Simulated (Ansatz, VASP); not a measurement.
# AlN in VASP and in Ansatz

```
Al N
1.0
     0.00000    2.19000    2.19000
     2.19000    0.00000    2.19000
     2.19000    2.19000    0.00000
Al N
1 1
Cartesian
  0.0000 0.0000 0.0000
  1.0950 1.0950 1.0950
```

Alike in both runs: task relaxation of cell and atoms; functional LDA; k mesh 10 × 10 × 10; occupations gaussian, width 0.02 eV; no spin polarisation.

|  | VASP | Ansatz |
| --- | --- | --- |
| version | VASP 6.6.1 | Ansatz 0.2.0 |
| potentials or method | VASP PAW LDA potentials, release 64 (Al, N), cutoff 600 eV | scalar-relativistic, plane waves, PAW |
| valence electrons in the cell | 8 | 8 |

```csv
,VASP,Ansatz,Ansatz less VASP
"gap on the k mesh at the Fermi level, each at its own relaxed structure (eV)",3.23,3.25,+0.020
relaxed volume (Å³/atom),10.26,10.23,-0.028
relaxed length of the cell vector where the two differ most in proportion (Å),3.073,3.070,-0.0028
```

Ansatz warns that its potentials were made for another functional, while VASP's fit it. LDA's correlation is that of Perdew and Zunger in VASP and of Perdew and Wang (1992) in Ansatz.
